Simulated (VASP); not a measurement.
Crystal: Al2Pt.

```
Pt Al
1.0
     0.00000    2.93517    2.93517
     2.93517    0.00000    2.93517
     2.93517    2.93517    0.00000
Pt Al
1 2
Direct
  0.00000 0.00000 0.00000
  0.75000 0.75000 0.75000
  0.25000 0.25000 0.25000
```

Base run:

* Program: VASP 6.6.1
* Functional: PBEsol
* Potentials or basis: VASP PAW PBE potentials, release 64 (Pt, Al)
* Cutoff: 520 eV
* k mesh: 8 × 8 × 8
* Occupations: fermi-dirac, width 0.05 eV
* Spin: no spin polarisation

Its results: band gap on the k mesh zero (band 8 reaches 11.84 eV, above the bottom of band 9 at 6.39 eV); pressure 1.9 GPa.

Task: The run is repeated on the same cell with these changes: functional from PBEsol to PBE; further incar settings from ALGO = Fast; EDIFF = 1e-06; NBANDS = 15 to ALGO = Normal; EDIFF = 1e-07; NBANDS = 15. What comes out?

Result: Band gap on the k mesh zero (band 8 reaches 11.98 eV, above the bottom of band 9 at 6.50 eV); pressure 5.3 GPa.

Caveats: spin-orbit coupling is left out, which moves the levels of the heavy elements; the PAW data sets were made with another functional, which shifts forces and pressure a little (some runs).
